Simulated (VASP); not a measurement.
Hf2S:

```
CELL_PARAMETERS angstrom
3.37427 0.00000 0.00000
-1.68714 2.92221 0.00000
0.00000 0.00000 11.71741
ATOMIC_POSITIONS crystal
Hf 0.66667 0.33333 0.89981
Hf 0.33333 0.66667 0.39981
Hf 0.66667 0.33333 0.60019
Hf 0.33333 0.66667 0.10019
S 0.00000 0.00000 0.75000
S 0.00000 0.00000 0.25000
```

| Quantity | Value |
| --- | --- |
| Program | VASP 6.6.1 |
| Task | relaxation of cell and atoms |
| Functional | PBEsol |
| Dispersion | D4 |
| Potentials or basis | VASP PAW PBE potentials, release 64 (Hf_pv, S) |
| Cutoff | 600 eV |
| k mesh | 12 × 12 × 4 |
| Occupations | gaussian, width 0.1 eV |
| Spin | no spin polarisation |

At the start: pressure -4.5 GPa; volume 19.26 Å³/atom.

Question: Where does the relaxation end?

Answer: Over 9 steps the energy falls by 10.3 meV/atom and the volume is 18.62 Å³/atom (-3.3 %); space group P6_3/mmc (No. 194, to 0.1 Å) before and after.

Step by step:
| step | energy change (eV) | largest force (eV/Å) | pressure (GPa) | volume (Å³) |
| --- | --- | --- | --- | --- |
| 1 | 0.0000 | 0.1998 | -4.55 | 115.54 |
| 2 | 0.0596 | 0.0320 | 7.79 | 106.64 |
| 3 | -0.0575 | 0.1517 | 0.04 | 111.76 |
| 4 | -0.0575 | 0.1488 | 0.18 | 111.68 |
| 5 | -0.0614 | 0.0323 | 0.10 | 111.67 |
| 6 | -0.0615 | 0.0177 | 0.10 | 111.66 |
| 7 | -0.0615 | 0.0103 | -0.11 | 111.83 |
| 8 | -0.0615 | 0.0124 | -0.06 | 111.79 |
| 9 | -0.0616 | 0.0037 | 0.02 | 111.74 |

Final structure:
```xyz
6
Lattice="3.3301 0.0000 0.0000 -1.6651 2.8840 0.0000 0.0000 0.0000 11.6349" Properties=species:S:1:pos:R:3 pbc="T T T"
Hf    1.6651    0.9613   10.4563
Hf    0.0000    1.9226    4.6388
Hf    1.6651    0.9613    6.9961
Hf    0.0000    1.9226    1.1786
S    -1.6651    2.8840    8.7262
S     0.0000    0.0000    2.9087
```

Caveat: the PAW data sets were made with another functional, which shifts forces and pressure a little.
